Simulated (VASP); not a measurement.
P: single point with PBEsol

The system is P, a slab with vacuum.

```
CELL_PARAMETERS angstrom
3.28437 0.00000 0.00000
0.00000 34.87474 0.00000
0.00000 0.00000 4.43691
ATOMIC_POSITIONS crystal
P 0.00000 0.96969 0.58262
P 0.00000 0.03031 0.41738
P 0.50000 0.03031 0.08262
P 0.50000 0.96969 0.91738
```

```yaml
Program: VASP 6.6.1
Task: single point
Functional: PBEsol
Potentials_or_basis: VASP PAW PBE potentials, release 64 (P)
Cutoff: 520 eV
k_mesh: 8 × 1 × 6
Occupations: gaussian, width 0.05 eV
Spin: no spin polarisation
```

* Largest force: 0.022 eV/Å
* Band gap on the k mesh: 0.72 eV

Forces on the atoms (eV/Å):
```
P    0.000  0.019  0.010
P    0.000 -0.019 -0.010
P    0.000 -0.019  0.010
P    0.000  0.019 -0.010
```

Levels at points of the mesh, in eV from the valence-band top:
```
           k point  band 7  band 8  band 9  band 10  band 11  band 12  band 13  band 14
(0.00, 0.00, 0.00)   -3.46   -1.91   -1.73     0.00     0.72     1.51     2.73     3.47
(0.50, 0.00, 0.00)   -2.77   -2.77   -2.07    -2.07     1.23     1.23     1.89     1.89
(0.00, 0.00, 0.50)   -2.55   -2.55   -1.06    -1.06     2.10     2.10     3.50     3.50
(0.50, 0.00, 0.50)   -4.92   -4.92   -1.31    -1.31     2.38     2.38     4.23     4.23
```

It took 2.8 min on 1 thread of Intel(R) Xeon(R) Platinum 8488C (Sapphire Rapids), on a shared host, peak memory 0.55 GiB.

Caveat: the PAW data sets were made with another functional, which shifts forces and pressure a little.
